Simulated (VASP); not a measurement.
Input of a VASP 6.6.1 run:

The input INCAR:

```
SYSTEM = Te3O2
PREC = Accurate
ENCUT = 600
EDIFF = 1E-6
ISMEAR = 0
SIGMA = 0.1
LREAL = .FALSE.
LASPH = .TRUE.
NELM = 100
ALGO = Normal
ISIF = 3
LWAVE = .FALSE.
LCHARG = .FALSE.
GGA = PE
IBRION = 2
NSW = 90
EDIFFG = -0.04
```

File KPOINTS:

```
Automatic mesh
0
G
  6 6 6
  0 0 0
```

File POSCAR:

```
Te3O2
1.0
    3.6380200531      2.1004118570      2.5932206591
   -3.6380200531      2.1004118570      2.5932206591
    0.0000000000     -4.2008237139      2.5932206591
Te O
3 2
Direct
    0.0000000000      0.5000000000      0.0000000000
    0.0000000000      0.0000000000      0.5000000000
    0.5000000000      0.0000000000      0.0000000000
    0.7534791078      0.7534791078      0.7534791078
    0.2465208922      0.2465208922      0.2465208922
```

Potentials or basis: VASP PAW PBE potentials, release 64 (Te, O).

Run with:

```sh
$ cat potpaw_PBE.64/Te/POTCAR potpaw_PBE.64/O/POTCAR > POTCAR
$ mpirun -np 1 vasp_std > vasp.out
```

What does it give for the space group after relaxing (to 0.1 Å)?

R-3m (No. 166).

Predict the band gap on the k mesh.

zero (bands 15 and 16 overlap by 1.72 eV).

Step by step:
```
step  energy change (eV)  largest force (eV/Å)  pressure (GPa)  volume (Å³)
   1              0.0000                0.0462           -0.61       118.89
   2             -0.0186                0.0115           -0.03       117.34
   3             -0.0254                0.0193            0.55       115.94
   4             -0.0256                0.0261            0.63       115.66
   5             -0.0274                0.0773           -0.46       116.90
   6             -0.0288                0.0371           -0.01       116.40
```

Caveat: spin-orbit coupling is left out, which moves the levels of the heavy elements.
